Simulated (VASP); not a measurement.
# Si (I4_1/amd) in VASP: further runs

Si is run at these levels: r2SCAN; tasks: single point.

Program: VASP 6.6.1. These are calculated values, not measurements. Logs are shortened: lines on timing, memory, paths and dates and some standing lists are left out, and cuts for length are marked.

## 1. The cell of the first run

It takes space group I4_1/amd (No. 141, tetragonal). The conventional cell has a = 4.489 Å, b = 4.489 Å, c = 2.421 Å, α = 90.00°, β = 90.00°, γ = 90.00°. Within 3.1 Å of Si (site symmetry -4m2) lie 10 Si at 2.32 to 2.89 Å.

## 2. Single point, r2SCAN (12.20 Å³/atom)

File POSCAR:

```
Si
1.0
   -2.2447101686      2.2447101686      1.2104074804
    2.2447101686     -2.2447101686      1.2104074804
    2.2447101686      2.2447101686     -1.2104074804
Si
2
Direct
    0.2500000000      0.7500000000      0.5000000000
    0.5000000000      0.5000000000      0.0000000000
```

File INCAR.step1:

```
SYSTEM = Si
PREC = Accurate
ENCUT = 520
ISMEAR = 0
SIGMA = 0.05
LREAL = .False.
LASPH = .True.
NELM = 60
NBANDS = 11
GGA = PE
ALGO = Normal
EDIFF = 1E-4
LWAVE = .True.
LCHARG = .False.
```

File INCAR.step2:

```
SYSTEM = Si
PREC = Accurate
ENCUT = 520
EDIFF = 1E-7
ISMEAR = 0
SIGMA = 0.05
LREAL = .False.
LASPH = .True.
NELM = 60
ALGO = Normal
ISIF = 2
LWAVE = .False.
LCHARG = .True.
METAGGA = R2SCAN
LMIXTAU = .True.
LELF = .True.
LVHAR = .True.
NBANDS = 11
ISTART = 1
```

File KPOINTS:

```
regular mesh
0
Gamma
  20 20 20
  0 0 0
```

Potentials or basis: VASP PAW PBE potentials, release 64 (Si).

Launch:

```console
$ cat potpaw_PBE.64/Si/POTCAR > POTCAR
$ cp INCAR.step1 INCAR
$ mpirun -np 1 vasp_std > vasp.out
$ cp INCAR.step2 INCAR
$ mpirun -np 1 vasp_std > vasp.out
```

OUTCAR:

```text
SYSTEM = Si
   PREC = Accurate
   ENCUT = 520
   EDIFF = 1E-7
   ISMEAR = 0
   LREAL = .False.
   LASPH = .True.
   NELM = 60
   ISIF = 2
   METAGGA = R2SCAN
   ISTART = 1

 ion  position               nearest neighbor table
   1  0.250  0.750  0.500-   2 2.32   2 2.32   2 2.32   2 2.32   2 2.89   2 2.89   2 2.89   2 2.89

   2  0.500  0.500  0.000-   1 2.32   1 2.32   1 2.32   1 2.32   1 2.89   1 2.89   1 2.89   1 2.89

  LATTYP: Found a body centered tetragonal cell.
 ALAT       =     4.4894203372
 C/A-ratio  =     0.5392266215

  Lattice vectors:

 A1 = (  -2.2447101686,   2.2447101686,   1.2104074804)
 A2 = (   2.2447101686,  -2.2447101686,   1.2104074804)
 A3 = (   2.2447101686,   2.2447101686,  -1.2104074804)

Analysis of symmetry for initial positions (statically):
=====================================================================
 Subroutine PRICEL returns:
 Original cell was already a primitive cell.

 Routine SETGRP: Setting up the symmetry group for a
 body centered tetragonal supercell.

 Subroutine GETGRP returns: Found 16 space group operations
 (whereof  8 operations were pure point group operations)
 out of a pool of 16 trial point group operations.

The static configuration has the point symmetry D_2d.
 The point group associated with its full space group is D_4h.

Analysis of symmetry for dynamics (positions and initial velocities):
=====================================================================
 Subroutine PRICEL returns:
 Original cell was already a primitive cell.

 Routine SETGRP: Setting up the symmetry group for a
 body centered tetragonal supercell.

 Subroutine GETGRP returns: Found 16 space group operations
 (whereof  8 operations were pure point group operations)
 out of a pool of 16 trial point group operations.

The dynamic configuration has the point symmetry D_2d.
 The point group associated with its full space group is D_4h.

 Subroutine INISYM returns: Found 16 space group operations
 (whereof  8 operations are pure point group operations),
 and found     1 'primitive' translations

----------------------------------------------------------------------------------------

                                     Primitive cell

  volume of cell :      24.3956

  direct lattice vectors                    reciprocal lattice vectors
    -2.244710169  2.244710169  1.210407480     0.000000000  0.222745906  0.413084030
     2.244710169 -2.244710169  1.210407480     0.222745906  0.000000000  0.413084030
     2.244710169  2.244710169 -1.210407480     0.222745906  0.222745906  0.000000000
[... 94 lines left out ...]
   PSTRESS=    0.0 pullay stress
   NELECT =       8.0000    total number of electrons
   NUPDOWN=      -1.0000    fix difference up-down
   EMIN   =  10.00;   EMAX   =-10.00  energy-range for DOS
   EFERMI =   0.00;   METHOD = LEGACY
   ISMEAR =     0;   SIGMA  =   0.05  broadening in eV -4-tet -1-fermi 0-gaus
   EFERMI_NEDOS =   21; number of points for ismear=-14 and -15
   IALGO  =     38    algorithm
   IMIX   =      4    mixing-type and parameters
     AMIX     =   0.40;   BMIX     =  1.00
     AMIX_MAG =   1.60;   BMIX_MAG =  1.00
  volume/ion in A,a.u.               =      12.20        82.31
  Fermi-wavevector in a.u.,A,eV,Ry     =   1.128931  2.133370 17.340428  1.274485
  Thomas-Fermi vector in A             =   2.265623
   LORBIT       =      0    0 simple, 1 ext, 2 COOP (PROOUT), +10 PAW based schemes
   METAGGA = R2SCAN    functional components
   LHFCALC =     F    Hartree Fock is set to
   AEXX    =    0.0000 exact exchange contribution
   IVDW    =     0    specifies the selected vdW correction
   LEPSILON=     F    determine dielectric tensor
   LRPA    =     F    only Hartree local field effects (RPA)
 non-spin polarized calculation
 Gauss-broadening in eV      SIGMA  =   0.05
  energy-cutoff  :      520.00
  volume of cell :       24.40
 maximum number of plane-waves:       679
 NGX is ok and might be reduce to    28
   NGX = 13   NGY = 13   NGZ = 13

 number of electron       8.0000000 magnetization

 Free energy of the ion-electron system (eV)
  ---------------------------------------------------
  ext. energy  EPLUGINS =         0.00000000
  ---------------------------------------------------
  free energy    TOTEN  =       -16.06273326 eV

  energy without entropy =      -16.06171102  energy(sigma->0) =      -16.06222214

 E-fermi :  12.2419     XC(G=0): -12.5252

 val. band max:       12.2415590757   @ k =   0.3500   0.1000  -0.0000
 cond. band min:      12.2441423379   @ k =   0.4500   0.3500   0.1000
 fundamental gap:      0.0025832622
 Fermi energy:        12.2419402312

 k-point     1 :       0.0000    0.0000    0.0000
  band No.  band energies     occupation
      1      -4.4759      2.00000
      2       8.8353      2.00000
      3       8.8353      2.00000
      4      10.6883      2.00000
      5      12.8668      0.00000
      6      20.7878      0.00000
      7      23.4752      0.00000
      8      23.5772      0.00000
      9      23.5772      0.00000
     10      25.3631      0.00000
     11      26.3237      0.00000
[... 309 lines left out ...]
 k-point    24 :      -0.3500    0.0500    0.0000
  band No.  band energies     occupation
      1      -1.2029      2.00000
      2       7.3257      2.00000
      3       8.7954      2.00000
      4      10.7244      2.00000
      5      14.4289      0.00000
      6      16.5558      0.00000
      7      17.5392      0.00000
      8      19.2702      0.00000
      9      20.1544      0.00000
     10      20.9213      0.00000
     11      26.3538      0.00000

 [... further k-points ...]

------------------------ aborting loop because EDIFF is reached ----------------------------------------

  FORCE on cell =-STRESS in cart. coord.  units (eV):
  Direction    XX          YY          ZZ          XY          YZ          ZX
  --------------------------------------------------------------------------------------
  -------------------------------------------------------------------------------------
  Total        6.0427887      6.0427887      6.0607959      0.0000000      0.0000000      0.0000000
  in kB      396.8586514    396.8586514    398.0412729      0.0000000      0.0000000      0.0000000
  external PRESSURE =     397.2528586 kB  Pullay stress =       0.0000000 kB

 VOLUME and BASIS-vectors are now :
 -----------------------------------------------------------------------------
  energy-cutoff  :      520.00
  volume of cell :       24.40
      direct lattice vectors                 reciprocal lattice vectors
    -2.244710169  2.244710169  1.210407480     0.000000000  0.222745906  0.413084030
     2.244710169 -2.244710169  1.210407480     0.222745906  0.000000000  0.413084030
     2.244710169  2.244710169 -1.210407480     0.222745906  0.222745906  0.000000000

 POSITION                                       TOTAL-FORCE (eV/Angst)
 -----------------------------------------------------------------------------------
      2.24471      0.00000      0.60520         0.000000     -0.000000     -0.000000
      0.00000      0.00000      1.21041        -0.000000      0.000000      0.000000
 -----------------------------------------------------------------------------------
    total drift:                                0.000000      0.000000      0.000000

  FREE ENERGIE OF THE ION-ELECTRON SYSTEM (eV)
  ---------------------------------------------------
  free  energy   TOTEN  =       -16.0627332582 eV

  energy  without entropy=      -16.0617110156  energy(sigma->0) =      -16.06222214
```

Wall time 6.3 min (1 thread of Intel Xeon Platinum 8488C (Sapphire Rapids), shared host); peak memory 0.26 GiB.

Results:

```
Free energy            : -16.0627 eV
Pressure               : 39.7 GPa
Band gap on the k mesh : zero (bands 4 and 5 overlap by 8.09 eV)
```

Caveat: the cell stands under pressure; the PAW data sets were made with another functional, which shifts forces and pressure a little.

## 3. Single point, r2SCAN (9.76 Å³/atom)

This run uses another cell than the first one, of 9.76 Å³/atom.

File POSCAR:

```
Si
1.0
   -2.0908216536      2.0908216536      1.1161129711
    2.0908216536     -2.0908216536      1.1161129711
    2.0908216536      2.0908216536     -1.1161129711
Si
2
Direct
    0.2500000000      0.7500000000      0.5000000000
    0.5000000000      0.5000000000      0.0000000000
```

File INCAR.step1:

```
SYSTEM = Si
PREC = Accurate
ENCUT = 520
ISMEAR = 0
SIGMA = 0.05
LREAL = .FALSE.
LASPH = .TRUE.
NELM = 60
NBANDS = 11
GGA = PE
ALGO = Normal
EDIFF = 1E-4
LWAVE = .TRUE.
LCHARG = .FALSE.
```

File INCAR.step2:

```
SYSTEM = Si
PREC = Accurate
ENCUT = 520
EDIFF = 1E-7
ISMEAR = 0
SIGMA = 0.05
LREAL = .FALSE.
LASPH = .TRUE.
NELM = 60
ALGO = Normal
ISIF = 2
LWAVE = .FALSE.
LCHARG = .TRUE.
METAGGA = R2SCAN
LMIXTAU = .TRUE.
LELF = .TRUE.
LVHAR = .TRUE.
NBANDS = 11
ISTART = 1
```

File KPOINTS:

```
Automatic mesh
0
G
  22 22 22
  0 0 0
```

Potentials or basis: VASP PAW PBE potentials, release 64 (Si).

Launch:

```console
$ cat potpaw_PBE.64/Si/POTCAR > POTCAR
$ cp INCAR.step1 INCAR
$ mpirun -np 1 vasp_std > vasp.out
$ cp INCAR.step2 INCAR
$ mpirun -np 1 vasp_std > vasp.out
```

OUTCAR:

```text
SYSTEM = Si
   PREC = Accurate
   ENCUT = 520
   EDIFF = 1E-7
   ISMEAR = 0
   LREAL = .FALSE.
   LASPH = .TRUE.
   NELM = 60
   ISIF = 2
   METAGGA = R2SCAN
   ISTART = 1

 ion  position               nearest neighbor table
   1  0.250  0.750  0.500-   2 2.16   2 2.16   2 2.16   2 2.16   2 2.68   2 2.68   2 2.68   2 2.68

   2  0.500  0.500  0.000-   1 2.16   1 2.16   1 2.16   1 2.16   1 2.68   1 2.68   1 2.68   1 2.68

  LATTYP: Found a body centered tetragonal cell.
 ALAT       =     4.1816433072
 C/A-ratio  =     0.5338154831

  Lattice vectors:

 A1 = (  -2.0908216536,   2.0908216536,   1.1161129711)
 A2 = (   2.0908216536,  -2.0908216536,   1.1161129711)
 A3 = (   2.0908216536,   2.0908216536,  -1.1161129711)

Analysis of symmetry for initial positions (statically):
=====================================================================
 Subroutine PRICEL returns:
 Original cell was already a primitive cell.

 Routine SETGRP: Setting up the symmetry group for a
 body centered tetragonal supercell.

 Subroutine GETGRP returns: Found 16 space group operations
 (whereof  8 operations were pure point group operations)
 out of a pool of 16 trial point group operations.

The static configuration has the point symmetry D_2d.
 The point group associated with its full space group is D_4h.

Analysis of symmetry for dynamics (positions and initial velocities):
=====================================================================
 Subroutine PRICEL returns:
 Original cell was already a primitive cell.

 Routine SETGRP: Setting up the symmetry group for a
 body centered tetragonal supercell.

 Subroutine GETGRP returns: Found 16 space group operations
 (whereof  8 operations were pure point group operations)
 out of a pool of 16 trial point group operations.

The dynamic configuration has the point symmetry D_2d.
 The point group associated with its full space group is D_4h.

 Subroutine INISYM returns: Found 16 space group operations
 (whereof  8 operations are pure point group operations),
 and found     1 'primitive' translations

[... 121 lines left out ...]
   AEXX    =    0.0000 exact exchange contribution
   IVDW    =     0    specifies the selected vdW correction
   LEPSILON=     F    determine dielectric tensor
   LRPA    =     F    only Hartree local field effects (RPA)
 non-spin polarized calculation
 Gauss-broadening in eV      SIGMA  =   0.05
  energy-cutoff  :      520.00
  volume of cell :       19.52
 maximum number of plane-waves:       540
   NGX = 11   NGY = 11   NGZ = 11

 number of electron       8.0000000 magnetization

 Free energy of the ion-electron system (eV)
  ---------------------------------------------------
  ext. energy  EPLUGINS =         0.00000000
  ---------------------------------------------------
  free energy    TOTEN  =       -13.76826936 eV

  energy without entropy =      -13.76744293  energy(sigma->0) =      -13.76785615

 E-fermi :  15.8750     XC(G=0): -13.6300

 val. band max:       15.8616792155   @ k =  -0.4545   0.4545   0.0455
 cond. band min:      15.8783106618   @ k =  -0.1818   0.3636   0.1364
 fundamental gap:      0.0166314463
 Fermi energy:        15.8749978474

 k-point     1 :       0.0000    0.0000    0.0000
  band No.  band energies     occupation
      1      -3.3928      2.00000
      2      11.8880      2.00000
      3      11.8880      2.00000
      4      14.8900      2.00000
      5      14.9194      2.00000
      6      24.7678      0.00000
      7      27.7007      0.00000
      8      29.6127      0.00000
      9      29.6127      0.00000
     10      32.5998      0.00000
     11      33.4421      0.00000
[... 309 lines left out ...]
 k-point    24 :      -0.4545    0.0455    0.0000
  band No.  band energies     occupation
      1       3.3994      2.00000
      2       9.3545      2.00000
      3      11.5008      2.00000
      4      12.7330      2.00000
      5      16.2191      0.00000
      6      17.3736      0.00000
      7      21.7488      0.00000
      8      24.1233      0.00000
      9      27.1782      0.00000
     10      28.5508      0.00000
     11      33.3629      0.00000

 [... further k-points ...]

------------------------ aborting loop because EDIFF is reached ----------------------------------------

  FORCE on cell =-STRESS in cart. coord.  units (eV):
  Direction    XX          YY          ZZ          XY          YZ          ZX
  --------------------------------------------------------------------------------------
  -------------------------------------------------------------------------------------
  Total       15.0386271     15.0386271     15.0635158      0.0000000      0.0000000      0.0000000
  in kB     1234.5726362   1234.5726362   1236.6158351      0.0000000      0.0000000      0.0000000
  external PRESSURE =    1235.2537025 kB  Pullay stress =       0.0000000 kB

 VOLUME and BASIS-vectors are now :
 -----------------------------------------------------------------------------
  energy-cutoff  :      520.00
  volume of cell :       19.52
      direct lattice vectors                 reciprocal lattice vectors
    -2.090821654  2.090821654  1.116112971     0.000000000  0.239140435  0.447983325
     2.090821654 -2.090821654  1.116112971     0.239140435  0.000000000  0.447983325
     2.090821654  2.090821654 -1.116112971     0.239140435  0.239140435  0.000000000

 POSITION                                       TOTAL-FORCE (eV/Angst)
 -----------------------------------------------------------------------------------
      2.09082      0.00000      0.55806         0.000000     -0.000000     -0.000000
      0.00000      0.00000      1.11611        -0.000000      0.000000      0.000000
 -----------------------------------------------------------------------------------
    total drift:                                0.000000      0.000000     -0.000000

  FREE ENERGIE OF THE ION-ELECTRON SYSTEM (eV)
  ---------------------------------------------------
  free  energy   TOTEN  =       -13.7682693648 eV

  energy  without entropy=      -13.7674429257  energy(sigma->0) =      -13.76785615
```

OUTCAR.step1:

```text
SYSTEM = Si
   PREC = Accurate
   ENCUT = 520
   ISMEAR = 0
   LREAL = .FALSE.
   LASPH = .TRUE.
[... 561 lines left out ...]
      2.09082      0.00000      0.55806         0.000000      0.000000     -0.000000
      0.00000      0.00000      1.11611        -0.000000     -0.000000      0.000000
 -----------------------------------------------------------------------------------
    total drift:                                0.000000      0.000000     -0.000000

  FREE ENERGIE OF THE ION-ELECTRON SYSTEM (eV)
  ---------------------------------------------------
  free  energy   TOTEN  =        -7.2663402107 eV

  energy  without entropy=       -7.2655597711  energy(sigma->0) =       -7.26594999
```

It took 3.7 min on 1 thread of Intel Xeon Platinum 8488C (Sapphire Rapids), shared host; peak memory 0.25 GiB.

What came out:

- Free energy: -13.7683 eV
- Pressure: 123.5 GPa
- Band gap on the k mesh: zero (bands 4 and 5 overlap by 9.18 eV)

Caveat: the cell stands under pressure; the PAW data sets were made with another functional, which shifts forces and pressure a little.
